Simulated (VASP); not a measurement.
Input of a VASP 6.6.1 run:

Contents of INCAR:

```
PREC     = Accurate       # precision mode
ENCUT    = 520            # plane-wave cutoff, eV
EDIFF    = 1E-6           # SCF threshold, eV
ISMEAR   = 0              # smearing method
SIGMA    = 0.05           # smearing width, eV
LREAL    = False          # projectors in reciprocal space
LASPH    = True           # aspherical terms in the spheres
NELM     = 150            # most SCF steps
ALGO     = Normal         # electronic algorithm
ISIF     = 2              # what is computed and relaxed
LWAVE    = False          # write WAVECAR
LCHARG   = False          # write CHGCAR
ISPIN    = 2              # spin polarisation
MAGMOM   = 0.5 0.5        # initial moments
LORBIT   = 11             # projections on sites
GGA      = PS             # functional
NBANDS   = 20             # bands
```

Contents of KPOINTS:

```
Automatic mesh
0
Gamma
  1 1 15
```

The input POSCAR:

```
GaSb
1.0
   10.1000000000      0.0000000000      0.0000000000
    0.0000000000      9.3000000000      0.0000000000
    0.0000000000      0.0000000000      4.2869081190
Ga Sb
1 1
Direct
    0.4469442064      0.5000000000      0.0000000000
    0.5530557936      0.5000000000      0.5000000000
```

Potentials or basis: VASP PAW PBE potentials, release 64 (Ga_d, Sb).

Command:

```bash
$ cat potpaw_PBE.64/Ga_d/POTCAR potpaw_PBE.64/Sb/POTCAR > POTCAR
$ mpirun -np 1 vasp_std > vasp.out
```

(1) What does it give for the site moments?

(2) Predict the largest force.

(3) What does it give for the net moment?

Results:

(1) Ga +0.04; Sb +0.05 μB.

(2) 0.967 eV/Å.

(3) 0.23 μB per cell.

Caveat: a moment this small can come from the mesh or the smearing; the PAW data sets were made with another functional, which shifts forces and pressure a little.
